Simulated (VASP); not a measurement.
Ti: single point with r2SCAN

The system is Ti.

```xyz
1
Lattice="0.0000 1.9687 1.9687 1.9687 0.0000 1.9687 1.9687 1.9687 0.0000" Properties=species:S:1:pos:R:3 pbc="T T T"
Ti    0.0000    0.0000    0.0000
```

This isn't the form of Ti at room conditions, which is hcp.

```
Program                : VASP 6.6.1
Task                   : single point
Functional             : r2SCAN
Potentials or basis    : VASP PAW PBE potentials, release 64 (Ti_sv)
Cutoff                 : 520 eV
k mesh                 : 15 × 15 × 15
Occupations            : fermi-dirac, width 0.05 eV
Spin                   : collinear spin
Starting moments       : [1.0] μB
Dipole correction      : no
Further INCAR settings : ALGO = Normal; EDIFF = 1e-07; NBANDS = 16
```

```
Pressure                                              : 18.4 GPa
Band gap on the k mesh                                : zero (filled and empty bands overlap)
Net moment                                            : 0.00 μB per cell
Valence electrons inside the program's atomic spheres : Ti 10.40
```

Levels at points of the mesh, in eV from the Fermi level:
Spin up:
| k point | band 2 | band 3 | band 4 | band 5 | band 6 | band 7 | band 8 | band 9 | band 10 | band 11 |
| --- | --- | --- | --- | --- | --- | --- | --- | --- | --- | --- |
| (0.00, 0.00, 0.00) | -33.45 | -33.45 | -33.45 | -6.73 | 1.07 | 1.07 | 1.07 | 3.19 | 3.19 | 16.47 |
Spin down:
```csv
k point,band 2,band 3,band 4,band 5,band 6,band 7,band 8,band 9,band 10,band 11
"(0.00, 0.00, 0.00)",-33.45,-33.45,-33.45,-6.73,1.07,1.07,1.07,3.19,3.19,16.47
```

It took 93 s on 1 thread of Intel(R) Xeon(R) 6975P-C (Granite Rapids), with other jobs on the host, peak memory 0.18 GiB.

Caveat: the cell stands under pressure; the PAW data sets were made with another functional, which shifts forces and pressure a little.
